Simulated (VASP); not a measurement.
# Y2MgC2 (R-3m) in VASP: single point with PBE

Aim: the single point of Y2MgC2 with PBE.

Program: VASP 6.6.1. These are calculated values, not measurements. Logs are shortened: lines on timing, memory, paths and dates and some standing lists are left out, and cuts for length are marked.

**1. The cell of the first run**

The structure is trigonal, space group R-3m (No. 166). Conventional cell: a = 3.683 Å, b = 3.683 Å, c = 25.225 Å, α = 90.00°, β = 90.00°, γ = 120.00°. Y (site symmetry 3m) has 3 C at 2.33 Å and 3 Mg at 3.15 Å within 3.2 Å. Mg (site symmetry -3m) has 6 C at 2.53 Å and 6 Y at 3.15 Å within 3.3 Å. C (site symmetry 3m) has 3 Y at 2.33 Å and 3 Mg at 2.53 Å within 3.1 Å.

The cell was built from a structure type or drawn by symmetry, and may not be a known phase.

**2. Single point, PBE**

INCAR reads:

```
ALGO = Normal
EDIFF = 1E-7
ENCUT = 520
GGA = PE
ISIF = 2
ISMEAR = 0
LASPH = True
LCHARG = False
LREAL = False
LWAVE = False
NBANDS = 24
NELM = 100
PREC = Accurate
SIGMA = 0.1
```

KPOINTS reads:

```
k-points
0
Gamma
  12 12 12
```

POSCAR reads:

```
Y2MgC2
1.0
    1.8415678405      1.0632296884      8.4083509327
   -1.8415678405      1.0632296884      8.4083509327
    0.0000000000     -2.1264593768      8.4083509327
Y Mg C
2 1 2
Direct
    0.2588220095      0.2588220095      0.2588220095
    0.7411779905      0.7411779905      0.7411779905
    0.5000000000      0.5000000000      0.5000000000
    0.8879954569      0.8879954569      0.8879954569
    0.1120045431      0.1120045431      0.1120045431
```

Potentials or basis: VASP PAW PBE potentials, release 64 (Y_sv, Mg, C).

Launch:

```
$ cat potpaw_PBE.64/Y_sv/POTCAR potpaw_PBE.64/Mg/POTCAR potpaw_PBE.64/C/POTCAR > POTCAR
$ mpirun -np 1 vasp_std > vasp.out
```

OUTCAR:

```text
EDIFF = 1E-7
   ENCUT = 520
   GGA = PE
   ISIF = 2
   ISMEAR = 0
   LASPH = True
   LREAL = False
   NELM = 100
   PREC = Accurate

 ion  position               nearest neighbor table
   1  0.259  0.259  0.259-   4 2.33   4 2.33   4 2.33   3 3.15   3 3.15   3 3.15   2 4.32   2 4.32
                             2 4.32
   2  0.741  0.741  0.741-   5 2.33   5 2.33   5 2.33   3 3.15   3 3.15   3 3.15   1 4.32   1 4.32
                             1 4.32
   3  0.500  0.500  0.500-   5 2.53   4 2.53   5 2.53   5 2.53   4 2.53   4 2.53   2 3.15   1 3.15
                             2 3.15   1 3.15   2 3.15   1 3.15
   4  0.888  0.888  0.888-   1 2.33   1 2.33   1 2.33   3 2.53   3 2.53   3 2.53
   5  0.112  0.112  0.112-   2 2.33   2 2.33   2 2.33   3 2.53   3 2.53   3 2.53

  LATTYP: Found a trigonal (rhomboedric) cell.
 ALAT       =     8.6730729784
 COS(alpha) =     0.9098305463

  Lattice vectors:

 A1 = (   1.8415678405,   1.0632296884,   8.4083509327)
 A2 = (  -1.8415678405,   1.0632296884,   8.4083509327)
 A3 = (   0.0000000000,  -2.1264593768,   8.4083509327)

Analysis of symmetry for initial positions (statically):
=====================================================================
 Subroutine PRICEL returns:
 Original cell was already a primitive cell.

 Routine SETGRP: Setting up the symmetry group for a
 trigonal (rhombohedral) supercell.

 Subroutine GETGRP returns: Found 12 space group operations
 (whereof 12 operations were pure point group operations)
 out of a pool of 12 trial point group operations.

The static configuration has the point symmetry D_3d.

Analysis of symmetry for dynamics (positions and initial velocities):
=====================================================================
 Subroutine PRICEL returns:
 Original cell was already a primitive cell.

 Routine SETGRP: Setting up the symmetry group for a
 trigonal (rhombohedral) supercell.

 Subroutine GETGRP returns: Found 12 space group operations
 (whereof 12 operations were pure point group operations)
 out of a pool of 12 trial point group operations.

The dynamic configuration has the point symmetry D_3d.

 Subroutine INISYM returns: Found 12 space group operations
 (whereof 12 operations are pure point group operations),
 and found     1 'primitive' translations

----------------------------------------------------------------------------------------

                                     Primitive cell

  volume of cell :      98.7818

  direct lattice vectors                    reciprocal lattice vectors
     1.841567840  1.063229688  8.408350933     0.271507782  0.156755091  0.039643128
    -1.841567840  1.063229688  8.408350933    -0.271507782  0.156755091  0.039643128
     0.000000000 -2.126459377  8.408350933     0.000000000 -0.313510182  0.039643128

  length of vectors
     8.673072978  8.673072978  8.673072978     0.316006664  0.316006664  0.316006664

  position of ions in fractional coordinates (direct lattice)
     0.258822010  0.258822010  0.258822010
     0.741177990  0.741177990  0.741177990
     0.500000000  0.500000000  0.500000000
     0.887995457  0.887995457  0.887995457
     0.112004543  0.112004543  0.112004543

  ion indices of the primitive-cell ions
   primitive index   ion index
                 1           1
                 2           2
                 3           3
                 4           4
                 5           5

----------------------------------------------------------------------------------------

 KPOINTS: k-points

Automatic generation of k-mesh.
 Grid dimensions read from file:
 generate k-points for:   12   12   12

 Generating k-lattice:

  Cartesian coordinates                     Fractional coordinates (reciprocal lattice)
     0.022625649  0.013062924  0.003303594     0.083333333  0.000000000  0.000000000
    -0.022625649  0.013062924  0.003303594     0.000000000  0.083333333  0.000000000
     0.000000000 -0.026125849  0.003303594     0.000000000  0.000000000  0.083333333

  Length of vectors
     0.026333889  0.026333889  0.026333889

  Shift w.r.t. Gamma in fractional coordinates (k-lattice)
     0.000000000  0.000000000  0.000000000

 Subroutine IBZKPT returns following result:
 ===========================================

 Found    189 irreducible k-points:

 Following reciprocal coordinates:
            Coordinates               Weight
  0.000000  0.000000  0.000000      1.000000
  0.083333  0.000000  0.000000      6.000000
  0.166667  0.000000  0.000000      6.000000
  0.250000  0.000000  0.000000      6.000000
  0.333333  0.000000  0.000000      6.000000
  0.416667  0.000000  0.000000      6.000000
[... 16 lines left out ...]
  0.500000  0.166667  0.000000     12.000000
 -0.416667  0.166667 -0.000000     12.000000
 [... further k-points ...]
   k-points           NKPTS =    189   k-points in BZ     NKDIM =    189   number of bands    NBANDS=     24
   number of dos      NEDOS =    301   number of ions     NIONS =      5
   total plane-waves  NPLWV = 343000
   dimension x,y,z NGX =    70 NGY =   70 NGZ =   70
   dimension x,y,z NGXF=   140 NGYF=  140 NGZF=  140
   ions per type =               2   1   2
   NGX,Y,Z   is equivalent  to a cutoff of  13.42, 13.42, 13.42 a.u.
   NGXF,Y,Z  is equivalent  to a cutoff of  26.84, 26.84, 26.84 a.u.
 SYSTEM =  unknown system
   PREC   = accura    normal or accurate (medium, high low for compatibility)
   ISTART =      0    job   : 0-new  1-cont  2-samecut
   ICHARG =      2    charge: 1-file 2-atom 10-const
   ISPIN  =      1    spin polarized calculation?
   LNONCOLLINEAR =      F non collinear calculations
   LSORBIT =      F    spin-orbit coupling
   LASPH  =      T    aspherical Exc in radial PAW
   ENCUT  =  520.0 eV  38.22 Ry    6.18 a.u.  16.13 16.13 16.13*2*pi/ulx,y,z
   NELM   =    100;   NELMIN=  2; NELMDL= -5     # of ELM steps
   EDIFF  = 0.1E-06   stopping-criterion for ELM
   LREAL  =      F    real-space projection
   EDIFFG = 0.1E-05   stopping-criterion for IOM
   NSW    =      0    number of steps for IOM
   IBRION =     -1    ionic relax: 0-MD 1-quasi-New 2-CG
   NFREE  =      0    steps in history (QN), initial steepest desc. (CG)
   ISIF   =      2    stress and relaxation
   ISYM   =      2    0-nonsym 1-usesym 2-fastsym
   POTIM  = 0.5000    time-step for ionic-motion
   TEBEG  =    0.0;   TEEND  =   0.0 temperature during run
   PSTRESS=    0.0 pullay stress
   NELECT =      32.0000    total number of electrons
   NUPDOWN=      -1.0000    fix difference up-down
   EMIN   =  10.00;   EMAX   =-10.00  energy-range for DOS
   EFERMI =   0.00;   METHOD = LEGACY
   ISMEAR =     0;   SIGMA  =   0.10  broadening in eV -4-tet -1-fermi 0-gaus
   EFERMI_NEDOS =   21; number of points for ismear=-14 and -15
   IALGO  =     38    algorithm
   IMIX   =      4    mixing-type and parameters
     AMIX     =   0.40;   BMIX     =  1.00
     AMIX_MAG =   1.60;   BMIX_MAG =  1.00
  volume/ion in A,a.u.               =      19.76       133.32
  Fermi-wavevector in a.u.,A,eV,Ry     =   1.124344  2.124702 17.199796  1.264149
  Thomas-Fermi vector in A             =   2.261015
   LORBIT       =      0    0 simple, 1 ext, 2 COOP (PROOUT), +10 PAW based schemes
   GGA     = PE    functional components
   LHFCALC =     F    Hartree Fock is set to
   AEXX    =    0.0000 exact exchange contribution
   IVDW    =     0    specifies the selected vdW correction
   LEPSILON=     F    determine dielectric tensor
   LRPA    =     F    only Hartree local field effects (RPA)
 non-spin polarized calculation
 Gauss-broadening in eV      SIGMA  =   0.10
  energy-cutoff  :      520.00
  volume of cell :       98.78
 maximum number of plane-waves:      2687
 NGX is ok and might be reduce to    70
   NGX = 33   NGY = 33   NGZ = 33

 number of electron      32.0000000 magnetization

 Free energy of the ion-electron system (eV)
  ---------------------------------------------------
  ext. energy  EPLUGINS =         0.00000000
  ---------------------------------------------------
  free energy    TOTEN  =       -32.04935952 eV

  energy without entropy =      -32.02616439  energy(sigma->0) =      -32.03776195

 E-fermi :   2.8442     XC(G=0):  -9.5398

 val. band max:        2.8344994548   @ k =  -0.2500   0.2500   0.2500
 cond. band min:       2.8453231160   @ k =   0.5000   0.1667   0.0000
 fundamental gap:      0.0108236612
 Fermi energy:         2.8442167078

 k-point     1 :       0.0000    0.0000    0.0000
  band No.  band energies     occupation
      1     -38.6469      2.00000
      2     -38.6437      2.00000
      3     -18.9377      2.00000
      4     -18.8663      2.00000
      5     -18.5002      2.00000
      6     -18.5002      2.00000
[... 16 lines left out ...]
     23       7.0090      0.00000
     24       7.7119      0.00000

 k-point     2 :       0.0833    0.0000    0.0000
  band No.  band energies     occupation
      1     -38.6444      2.00000
      2     -38.6413      2.00000
      3     -18.9315      2.00000
      4     -18.8632      2.00000
      5     -18.5321      2.00000
      6     -18.5286      2.00000
[... 16 lines left out ...]
     23       7.3831      0.00000
     24       7.4742      0.00000

 k-point     3 :       0.1667    0.0000    0.0000
  band No.  band energies     occupation
      1     -38.6375      2.00000
      2     -38.6347      2.00000
      3     -18.9146      2.00000
      4     -18.8554      2.00000
      5     -18.6185      2.00000
      6     -18.6159      2.00000
[... 16 lines left out ...]
     23       7.6143      0.00000
     24       8.0656      0.00000
[... 514 lines left out ...]
 k-point    23 :       0.5000    0.1667    0.0000
  band No.  band energies     occupation
      1     -38.6087      2.00000
      2     -38.6078      2.00000
      3     -18.9146      2.00000
      4     -18.9119      2.00000
      5     -18.8290      2.00000
      6     -18.8087      2.00000
[... 16 lines left out ...]
     23       7.6974      0.00000
     24       7.8819      0.00000

 k-point    24 :      -0.4167    0.1667   -0.0000
  band No.  band energies     occupation
      1     -38.6064      2.00000
      2     -38.6058      2.00000
      3     -18.9327      2.00000
      4     -18.9293      2.00000
      5     -18.8200      2.00000
      6     -18.8132      2.00000
[... 16 lines left out ...]
     23       7.5532      0.00000
     24       7.8216      0.00000

 [... further k-points ...]
[... 5 lines left out ...]
  --------------------------------------------------------------------------------------
  -------------------------------------------------------------------------------------
  Total       -0.1098204     -0.1098204     -0.0548369     -0.0000000      0.0000000      0.0000000
  in kB       -1.7812170     -1.7812170     -0.8894199     -0.0000000      0.0000000      0.0000000
  external PRESSURE =      -1.4839513 kB  Pullay stress =       0.0000000 kB

 VOLUME and BASIS-vectors are now :
 -----------------------------------------------------------------------------
  energy-cutoff  :      520.00
  volume of cell :       98.78
      direct lattice vectors                 reciprocal lattice vectors
     1.841567840  1.063229688  8.408350933     0.271507782  0.156755091  0.039643128
    -1.841567840  1.063229688  8.408350933    -0.271507782  0.156755091  0.039643128
     0.000000000 -2.126459377  8.408350933     0.000000000 -0.313510182  0.039643128

 POSITION                                       TOTAL-FORCE (eV/Angst)
 -----------------------------------------------------------------------------------
      0.00000      0.00000      6.52880         0.000000     -0.000000     -0.001099
      0.00000      0.00000     18.69625         0.000000     -0.000000      0.001099
      0.00000      0.00000     12.61253        -0.000000     -0.000000     -0.000000
      0.00000      0.00000     22.39973         0.000000      0.000000     -0.008127
      0.00000      0.00000      2.82532         0.000000      0.000000      0.008127
 -----------------------------------------------------------------------------------
    total drift:                               -0.000000      0.000000     -0.000000

  FREE ENERGIE OF THE ION-ELECTRON SYSTEM (eV)
  ---------------------------------------------------
  free  energy   TOTEN  =       -32.0493595201 eV

  energy  without entropy=      -32.0261643881  energy(sigma->0) =      -32.03776195
```

Run time: 39 min. Hardware: 1 thread of Intel Xeon Platinum 8124M at 3.00GHz (Skylake/Cascade Lake), shared host; peak memory 1.1 GiB.

Results:

* Free energy: -32.0494 eV
* Pressure: -0.1 GPa
* Largest force: 0.008 eV/Å
* Band gap on the k mesh: zero (bands 16 and 17 overlap by 1.08 eV)

Forces on the atoms (eV/Å):
```
Y    0.000  0.000 -0.001
Y    0.000  0.000  0.001
Mg   0.000  0.000  0.000
C    0.000  0.000 -0.008
C    0.000  0.000  0.008
```
